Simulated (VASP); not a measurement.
# GaN (I-4m2) in VASP: further runs, part 2 of 2

VASP 6.6.1.

## 4. Single point, r2SCAN (strain -0.040 along x and y, +0.040 along z)

Contents of POSCAR:

```
GaN
1.0
    0.0000000000      2.1633605832      2.3436406318
    2.1633605832      0.0000000000      2.3436406318
    2.1633605832      2.1633605832      0.0000000000
Ga N
1 1
Direct
    0.0000000000      0.0000000000      0.0000000000
    0.7500000000      0.7500000000      0.7500000000
```

Contents of INCAR.step1:

```
SYSTEM = GaN
ALGO     = Normal         ! electronic algorithm
EDIFF    = 1E-4           ! SCF threshold, eV
ENCUT    = 520            ! plane-wave cutoff, eV
GGA      = PE             ! functional
ISMEAR   = 0              ! smearing method
LASPH    = .TRUE.         ! aspherical terms in the spheres
LCHARG   = .FALSE.        ! write CHGCAR
LREAL    = .FALSE.        ! projectors in reciprocal space
LWAVE    = .TRUE.         ! write WAVECAR
NBANDS   = 16             ! bands
NELM     = 100            ! most SCF steps
PREC     = Accurate       ! precision mode
SIGMA    = 0.05           ! smearing width, eV
```

Contents of INCAR.step2:

```
SYSTEM = GaN
ALGO     = Normal         ! electronic algorithm
EDIFF    = 1E-6           ! SCF threshold, eV
ENCUT    = 520            ! plane-wave cutoff, eV
ISIF     = 2              ! what is computed and relaxed
ISMEAR   = 0              ! smearing method
ISTART   = 1            
LASPH    = .TRUE.         ! aspherical terms in the spheres
LCHARG   = .FALSE.        ! write CHGCAR
LMIXTAU  = .TRUE.       
LREAL    = .FALSE.        ! projectors in reciprocal space
LWAVE    = .FALSE.        ! write WAVECAR
METAGGA  = R2SCAN         ! meta-GGA
NBANDS   = 16             ! bands
NELM     = 100            ! most SCF steps
PREC     = Accurate       ! precision mode
SIGMA    = 0.05           ! smearing width, eV
```

Contents of KPOINTS:

```
k-points
0
G
  10 10 10
  0 0 0
```

Potentials or basis: VASP PAW PBE potentials, release 64 (Ga_d, N).

Launch:

```console
cat potpaw_PBE.64/Ga_d/POTCAR potpaw_PBE.64/N/POTCAR > POTCAR
cp INCAR.step1 INCAR
mpirun -np 1 vasp_std > vasp.out
cp INCAR.step2 INCAR
mpirun -np 1 vasp_std > vasp.out
```

OUTCAR:

```text
SYSTEM = GaN
   EDIFF = 1E-6
   ENCUT = 520
   ISIF = 2
   ISMEAR = 0
   ISTART = 1
   LASPH = .TRUE.
   LREAL = .FALSE.
   METAGGA = R2SCAN
   NELM = 100
   PREC = Accurate

 ion  position               nearest neighbor table
   1  0.000  0.000  0.000-   2 1.93   2 1.93   2 1.93   2 1.93
   2  0.750  0.750  0.750-   1 1.93   1 1.93   1 1.93   1 1.93

  LATTYP: Found a body centered tetragonal cell.
 ALAT       =     3.0594538771
 C/A-ratio  =     1.5320646926

  Lattice vectors:

 A1 = (  -2.1633605832,   0.0000000000,   2.3436406318)
 A2 = (   2.1633605832,   0.0000000000,   2.3436406318)
 A3 = (   0.0000000000,   2.1633605832,  -2.3436406318)

Analysis of symmetry for initial positions (statically):
=====================================================================
 Subroutine PRICEL returns:
 Original cell was already a primitive cell.

 Routine SETGRP: Setting up the symmetry group for a
 body centered tetragonal supercell.

 Subroutine GETGRP returns: Found  8 space group operations
 (whereof  8 operations were pure point group operations)
 out of a pool of 16 trial point group operations.

The static configuration has the point symmetry D_2d.

Analysis of symmetry for dynamics (positions and initial velocities):
=====================================================================
 Subroutine PRICEL returns:
 Original cell was already a primitive cell.

 Routine SETGRP: Setting up the symmetry group for a
 body centered tetragonal supercell.

 Subroutine GETGRP returns: Found  8 space group operations
 (whereof  8 operations were pure point group operations)
 out of a pool of 16 trial point group operations.

The dynamic configuration has the point symmetry D_2d.

 Subroutine INISYM returns: Found  8 space group operations
 (whereof  8 operations are pure point group operations),
 and found     1 'primitive' translations

----------------------------------------------------------------------------------------

                                     Primitive cell

  volume of cell :      21.9371

  direct lattice vectors                    reciprocal lattice vectors
     0.000000000  2.163360583  2.343640632    -0.231121896  0.231121896  0.213343289
     2.163360583  0.000000000  2.343640632     0.231121896 -0.231121896  0.213343289
     2.163360583  2.163360583  0.000000000     0.231121896  0.231121896 -0.213343289

  length of vectors
     3.189479648  3.189479648  3.059453877     0.390320408  0.390320408  0.390320408

  position of ions in fractional coordinates (direct lattice)
     0.000000000  0.000000000  0.000000000
     0.750000000  0.750000000  0.750000000

  ion indices of the primitive-cell ions
   primitive index   ion index
                 1           1
                 2           2

----------------------------------------------------------------------------------------

 KPOINTS: k-points

Automatic generation of k-mesh.
 Grid dimensions read from file:
 generate k-points for:   10   10   10

 Generating k-lattice:

  Cartesian coordinates                     Fractional coordinates (reciprocal lattice)
    -0.023112190  0.023112190  0.021334329     0.100000000 -0.000000000  0.000000000
     0.023112190 -0.023112190  0.021334329    -0.000000000  0.100000000  0.000000000
     0.023112190  0.023112190 -0.021334329     0.000000000  0.000000000  0.100000000

  Length of vectors
     0.039032041  0.039032041  0.039032041

  Shift w.r.t. Gamma in fractional coordinates (k-lattice)
     0.000000000  0.000000000  0.000000000

 Subroutine IBZKPT returns following result:
 ===========================================

 Found    102 irreducible k-points:

 Following reciprocal coordinates:
            Coordinates               Weight
  0.000000  0.000000  0.000000      1.000000
  0.100000 -0.000000  0.000000      8.000000
  0.200000 -0.000000  0.000000      8.000000
  0.300000  0.000000  0.000000      8.000000
  0.400000  0.000000  0.000000      8.000000
  0.500000 -0.000000  0.000000      4.000000
[... 16 lines left out ...]
  0.300000  0.300000  0.000000      2.000000
  0.400000  0.300000  0.000000      8.000000
 [... further k-points ...]
   k-points           NKPTS =    102   k-points in BZ     NKDIM =    102   number of bands    NBANDS=     16
   number of dos      NEDOS =    301   number of ions     NIONS =      2
   total plane-waves  NPLWV =  13824
   dimension x,y,z NGX =    24 NGY =   24 NGZ =   24
   dimension x,y,z NGXF=    48 NGYF=   48 NGZF=   48
   ions per type =               1   1
   NGX,Y,Z   is equivalent  to a cutoff of  12.51, 12.51, 13.04 a.u.
   NGXF,Y,Z  is equivalent  to a cutoff of  25.02, 25.02, 26.08 a.u.
 SYSTEM =  GaN
   PREC   = accura    normal or accurate (medium, high low for compatibility)
   ISTART =      1    job   : 0-new  1-cont  2-samecut
   ICHARG =      0    charge: 1-file 2-atom 10-const
   ISPIN  =      1    spin polarized calculation?
   LNONCOLLINEAR =      F non collinear calculations
   LSORBIT =      F    spin-orbit coupling
   LASPH  =      T    aspherical Exc in radial PAW
   ENCUT  =  520.0 eV  38.22 Ry    6.18 a.u.   5.93  5.93  5.69*2*pi/ulx,y,z
   NELM   =    100;   NELMIN=  2; NELMDL=  0     # of ELM steps
   EDIFF  = 0.1E-05   stopping-criterion for ELM
   LREAL  =      F    real-space projection
   EDIFFG = 0.1E-04   stopping-criterion for IOM
   NSW    =      0    number of steps for IOM
   IBRION =     -1    ionic relax: 0-MD 1-quasi-New 2-CG
   NFREE  =      0    steps in history (QN), initial steepest desc. (CG)
   ISIF   =      2    stress and relaxation
   ISYM   =      2    0-nonsym 1-usesym 2-fastsym
   POTIM  = 0.5000    time-step for ionic-motion
   TEBEG  =    0.0;   TEEND  =   0.0 temperature during run
   PSTRESS=    0.0 pullay stress
   NELECT =      18.0000    total number of electrons
   NUPDOWN=      -1.0000    fix difference up-down
   EMIN   =  10.00;   EMAX   =-10.00  energy-range for DOS
   EFERMI =   0.00;   METHOD = LEGACY
   ISMEAR =     0;   SIGMA  =   0.05  broadening in eV -4-tet -1-fermi 0-gaus
   EFERMI_NEDOS =   21; number of points for ismear=-14 and -15
   IALGO  =     38    algorithm
   IMIX   =      4    mixing-type and parameters
     AMIX     =   0.40;   BMIX     =  1.00
     AMIX_MAG =   1.60;   BMIX_MAG =  1.00
  volume/ion in A,a.u.               =      10.97        74.02
  Fermi-wavevector in a.u.,A,eV,Ry     =   1.532637  2.896265 31.959773  2.348977
  Thomas-Fermi vector in A             =   2.639816
   LORBIT       =      0    0 simple, 1 ext, 2 COOP (PROOUT), +10 PAW based schemes
   METAGGA = R2SCAN    functional components
   LHFCALC =     F    Hartree Fock is set to
   AEXX    =    0.0000 exact exchange contribution
   IVDW    =     0    specifies the selected vdW correction
   LEPSILON=     F    determine dielectric tensor
   LRPA    =     F    only Hartree local field effects (RPA)
 non-spin polarized calculation
 Gauss-broadening in eV      SIGMA  =   0.05
  energy-cutoff  :      520.00
  volume of cell :       21.94
 maximum number of plane-waves:       628
   NGX = 11   NGY = 11   NGZ = 11

 number of electron      18.0000011 magnetization

 Free energy of the ion-electron system (eV)
  ---------------------------------------------------
  ext. energy  EPLUGINS =         0.00000000
  ---------------------------------------------------
  free energy    TOTEN  =       -21.82880679 eV

  energy without entropy =      -21.82880679  energy(sigma->0) =      -21.82880679

 E-fermi :   5.9250     XC(G=0): -12.8924

 val. band max:        5.6370726401   @ k =   0.0000   0.0000   0.0000
 cond. band min:       7.8698222617   @ k =   0.0000   0.0000   0.0000
 fundamental gap:      2.2327496216
 Fermi energy:         5.9250217594

 k-point     1 :       0.0000    0.0000    0.0000
  band No.  band energies     occupation
      1     -11.6019      2.00000
      2      -8.4576      2.00000
      3      -8.3595      2.00000
      4      -8.3595      2.00000
      5      -8.0051      2.00000
      6      -7.9986      2.00000
[... 8 lines left out ...]
     15      24.4363      0.00000
     16      24.6988      0.00000
[... 419 lines left out ...]
 k-point    24 :       0.4000    0.3000    0.0000
  band No.  band energies     occupation
      1     -10.4663      2.00000
      2      -8.2099      2.00000
      3      -8.1127      2.00000
      4      -8.1109      2.00000
      5      -7.9511      2.00000
      6      -7.3944      2.00000
[... 8 lines left out ...]
     15      29.8313      0.00000
     16      29.9762      0.00000

 [... further k-points ...]
[... 5 lines left out ...]
  --------------------------------------------------------------------------------------
  -------------------------------------------------------------------------------------
  Total        1.7103363      1.7103363      0.0243480      0.0000000      0.0000000      0.0000000
  in kB      124.9146164    124.9146164      1.7782607      0.0000000      0.0000000      0.0000000
  external PRESSURE =      83.8691645 kB  Pullay stress =       0.0000000 kB

 VOLUME and BASIS-vectors are now :
 -----------------------------------------------------------------------------
  energy-cutoff  :      520.00
  volume of cell :       21.94
      direct lattice vectors                 reciprocal lattice vectors
     0.000000000  2.163360583  2.343640632    -0.231121896  0.231121896  0.213343289
     2.163360583  0.000000000  2.343640632     0.231121896 -0.231121896  0.213343289
     2.163360583  2.163360583  0.000000000     0.231121896  0.231121896 -0.213343289

 POSITION                                       TOTAL-FORCE (eV/Angst)
 -----------------------------------------------------------------------------------
      0.00000      0.00000      0.00000        -0.000000     -0.000000      0.000000
      3.24504      3.24504      3.51546         0.000000      0.000000     -0.000000
 -----------------------------------------------------------------------------------
    total drift:                               -0.000010     -0.000010     -0.000012

  FREE ENERGIE OF THE ION-ELECTRON SYSTEM (eV)
  ---------------------------------------------------
  free  energy   TOTEN  =       -21.8288067945 eV

  energy  without entropy=      -21.8288067945  energy(sigma->0) =      -21.82880679
```

Wall time 39 s (1 thread of Intel Xeon 6975P-C (Granite Rapids), shared host); peak memory 0.17 GiB.

What came out:

```
Free energy            : -21.8288 eV
Pressure               : 8.4 GPa
Band gap on the k mesh : 2.23 eV
```

Stress tensor (GPa, compression positive):
```
12.49  0.00  0.00
 0.00 12.49  0.00
 0.00  0.00  0.18
```

Levels at points of the mesh, in eV from the valence-band top:
| k point | band 6 | band 7 | band 8 | band 9 | band 10 | band 11 | band 12 | band 13 |
| --- | --- | --- | --- | --- | --- | --- | --- | --- |
| (0.00, 0.00, 0.00) | -13.64 | -0.44 | 0.00 | 0.00 | 2.23 | 11.10 | 11.10 | 11.33 |
| (0.50, 0.00, 0.00) | -12.50 | -7.57 | -1.53 | -0.86 | 5.12 | 9.54 | 10.73 | 11.75 |
| (0.50, 0.50, 0.00) | -12.41 | -7.14 | -2.63 | -2.63 | 4.08 | 8.25 | 11.96 | 15.55 |
| (0.50, 0.00, 0.50) | -11.98 | -6.22 | -3.28 | -3.24 | 3.48 | 6.91 | 13.14 | 14.05 |

Caveat: the cell differs from its parent crystal (strain -0.040 along x and y, +0.040 along z); the stress differs along the axes, from 0 to 12 GPa; the PAW data sets were made with another functional, which shifts forces and pressure a little.

## 5. The runs side by side

| cell | gap on the mesh (eV) | pressure (GPa) |
| --- | --- | --- |
| a = 3.062, b = 3.062, c = 2.932 Å, angles 61.4, 61.4, 57.2°, 2 atoms | 3.05 | 45.7 |
| a = 3.124, b = 3.124, c = 3.059 Å, angles 60.7, 60.7, 58.6°, 2 atoms | 2.59 | 18.6 |
| a = 3.189, b = 3.189, c = 3.059 Å, angles 61.3, 61.3, 57.3°, 2 atoms | 2.23 | 8.4 |

Alike in all rows: task single point; level r2SCAN; potentials or basis VASP PAW PBE potentials, release 64 (Ga_d, N); no spin polarisation; k mesh 10 × 10 × 10; cutoff (eV) 520; smearing gaussian 0.05 eV.

Caveats: the PAW data sets were made with another functional, which shifts forces and pressure a little; the stress differs along the axes, from 38 to 50 GPa (at least some runs); the stress differs along the axes, from 15 to 20 GPa (at least some runs); the stress differs along the axes, from 0 to 12 GPa (at least some runs).

Absolute energies hang on the potentials; compare differences alone.
